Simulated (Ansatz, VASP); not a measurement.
## Sb in VASP and in Ansatz

File INCAR:

```
PREC = Accurate ; ENCUT = 520
EDIFF = 1E-6 ; ISMEAR = -1
SIGMA = 0.05 ; LREAL = False
LASPH = True ; NELM = 150
ALGO = Normal ; ISIF = 2
LWAVE = False ; LCHARG = False
LNONCOLLINEAR = True ; MAGMOM = 0 0 0
LORBIT = 11 ; LSORBIT = True
GGA_COMPAT = False ; LORBMOM = True
GGA = PS ; NBANDS = 16
```

Contents of KPOINTS:

```
regular mesh
0
Gamma
  6 6 6
```

POSCAR

```
Sb
1.0
    3.1600000000      0.0000000000      0.0000000000
    0.0000000000      3.1600000000      0.0000000000
    0.0000000000      0.0000000000      3.1600000000
Sb
1
Direct
    0.0000000000      0.0000000000      0.0000000000
```

input.yaml

```yaml
crystal:
  lattice:
    - [3.16, 0.0, 0.0]
    - [0.0, 3.16, 0.0]
    - [0.0, 0.0, 3.16]
  atoms:
    - { symbol: Sb, position: [0.0, 0.0, 0.0] }
hamiltonian:
  xc: pbesol
  pseudopotentials: { kind: paw_fr }
magnetization:
  noncollinear: true
  spin_orbit: true
kpoints:
  mp_grid: { grid: [6, 6, 6] }
  band_path:
    path:
      - [[0.0, 0.0, 0.0], [0.0, 0.5, 0.0], [0.5, 0.5, 0.0], [0.0, 0.0, 0.0], [0.5, 0.5, 0.5], [0.0, 0.5, 0.0]]
      - [[0.5, 0.5, 0.0], [0.5, 0.5, 0.5]]
    npoints: 14
scf:
  occupations: { method: fermi_dirac, width: 0.05 }
  n_extra_bands: 6
output:
  forces: true
  stress: true
  eigenvalues: true
  fatbands: true
```

Alike in both runs: functional PBEsol; k mesh 6 × 6 × 6; occupations fermi-dirac, width 0.05 eV; non-collinear spin, spin-orbit coupling.

|  | VASP | Ansatz |
| --- | --- | --- |
| version | VASP 6.6.1 | Ansatz 0.2.0 |
| potentials or method | VASP PAW PBE potentials, release 64 (Sb) | Ansatz PAW |
| plane-wave cutoff (eV) | 520 | 420 |
| valence electrons in the cell | 5 | 15 |
| task | single point | band structure |

|  | VASP | Ansatz | Ansatz less VASP |
| --- | --- | --- | --- |
| pressure (GPa) | -4.3 | -4.3 | -0.08 |
| net moment per atom (μB) | 0.00 | 0.00 | 0.000 |

VASP's potentials were made for PBE, not for PBEsol. VASP's potentials hold 5 valence electrons a cell and Ansatz's 15, so a difference there can come from the potentials and not from the codes.
